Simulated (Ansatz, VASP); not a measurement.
CsCaBr3 in VASP and in Ansatz

File INCAR:

```
PREC     = Accurate       # precision mode
ENCUT    = 520            # plane-wave cutoff, eV
EDIFF    = 1E-6           # SCF threshold, eV
ISMEAR   = 0              # smearing method
SIGMA    = 0.1            # smearing width, eV
LREAL    = F              # projectors in reciprocal space
LASPH    = T              # aspherical terms in the spheres
NELM     = 80             # most SCF steps
ALGO     = Normal         # electronic algorithm
ISIF     = 2              # what is computed and relaxed
LWAVE    = F              # write WAVECAR
LCHARG   = F              # write CHGCAR
NBANDS   = 28             # bands
```

The input KPOINTS:

```
regular mesh
0
Gamma
  4 4 4
```

The input POSCAR:

```
CsCaBr3
1.0
    5.7086657300      0.0000000000      0.0000000000
    0.0000000000      5.7086657300      0.0000000000
    0.0000000000      0.0000000000      5.7086657300
Cs Ca Br
1 1 3
Direct
    0.0000000000      0.0000000000      0.0000000000
    0.5000000000      0.5000000000      0.5000000000
    0.5000000000      0.0000000000      0.5000000000
    0.0000000000      0.5000000000      0.5000000000
    0.5000000000      0.5000000000      0.0000000000
```

Input for Ansatz:

```yaml
crystal:
  lattice:
    - [5.70866573, 0.0, 0.0]
    - [0.0, 5.70866573, 0.0]
    - [0.0, 0.0, 5.70866573]
  atoms:
    - { symbol: Cs, position: [0.0, 0.0, 0.0] }
    - { symbol: Ca, position: [0.5, 0.5, 0.5] }
    - { symbol: Br, position: [0.5, 0.0, 0.5] }
    - { symbol: Br, position: [0.0, 0.5, 0.5] }
    - { symbol: Br, position: [0.5, 0.5, 0.0] }
basis:
  ecutwfc: 420
kpoints:
  mp_grid: { grid: [4, 4, 4] }
hamiltonian:
  xc: lda
scf:
  occupations: { method: gaussian, width: 0.1 }
output:
  forces: true
  stress: true
  eigenvalues: true
```

Alike in both runs: task single point; functional LDA; k mesh 4 × 4 × 4; occupations gaussian, width 0.1 eV; no spin polarisation.

|  | VASP | Ansatz |
| --- | --- | --- |
| version | VASP 6.6.1 | Ansatz 0.2.0 |
| potentials or method | VASP PAW LDA potentials, release 64 (Cs_sv, Ca_sv, Br), cutoff 520 eV | scalar-relativistic, plane waves, PAW |
| valence electrons in the cell | 40 | 40 |

```tsv
	VASP	Ansatz	Ansatz less VASP
gap on the k mesh at the Fermi level (eV)	4.09	4.08	-0.011
least direct gap on the mesh (eV)	4.34	4.33	-0.011
pressure (GPa)	-2.0	-2.1	-0.07
```

LDA's correlation is that of Perdew and Zunger in VASP and of Perdew and Wang (1992) in Ansatz.

Spin-orbit coupling is off throughout.
